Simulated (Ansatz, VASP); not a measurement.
# Two plane-wave programs on Ta

Contents of INCAR:

```
SYSTEM = Ta
ALGO = Normal ; EDIFF = 1E-7
ENCUT = 520 ; GGA = RE
ISIF = 2 ; ISMEAR = -1
LASPH = .TRUE. ; LCHARG = .TRUE.
LELF = .TRUE. ; LREAL = .FALSE.
LVHAR = .TRUE. ; LWAVE = .FALSE.
NBANDS = 12 ; NELM = 60
PREC = Accurate ; SIGMA = 0.1
```

File KPOINTS:

```
k-points
0
G
  22 22 22
  0 0 0
```

The input POSCAR:

```
Ta
1.0
   -1.7109448371      1.7109448371      1.7109448371
    1.7109448371     -1.7109448371      1.7109448371
    1.7109448371      1.7109448371     -1.7109448371
Ta
1
Direct
    0.0000000000      0.0000000000      0.0000000000
```

Input for Ansatz:

```yaml
crystal:
  lattice:
    - [-1.7109448371, 1.7109448371, 1.7109448371]
    - [1.7109448371, -1.7109448371, 1.7109448371]
    - [1.7109448371, 1.7109448371, -1.7109448371]
  atoms:
    - { symbol: Ta, position: [0.0, 0.0, 0.0] }
hamiltonian:
  xc: revpbe
  pseudopotentials:
    kind: paw
    azcp:
      Ta: "pseudopotentials/Ta.paw.azcp"
basis:
  ecutwfc: 420
  fft_grid_basis: typed
kpoints:
  mp_grid: { grid: [22, 22, 22], shift: [0, 0, 0] }
magnetization:
  spin_polarized: false
scf:
  occupations: { method: fermi_dirac, width: 0.1 }
output:
  stress: true
```

Alike in both runs: task single point; functional revPBE; k mesh 22 × 22 × 22; occupations fermi-dirac, width 0.1 eV; no spin polarisation.

|  | VASP | Ansatz |
| --- | --- | --- |
| version | VASP 6.6.1 | Ansatz 0.2.0 |
| potentials or method | VASP PAW PBE potentials, release 64 (Ta_pv), cutoff 520 eV | plane waves (420 eV) with PAW, scalar-relativistic |
| valence electrons in the cell | 11 | 13 |

```tsv
	VASP	Ansatz	Ansatz less VASP
pressure (GPa)	-12.6	-12.6	+0.01
```

VASP's potentials were made for PBE, not for revPBE. VASP's potentials hold 11 valence electrons a cell and Ansatz's 13, so a difference there can come from the potentials and not from the codes.

Neither program's run includes spin-orbit coupling.
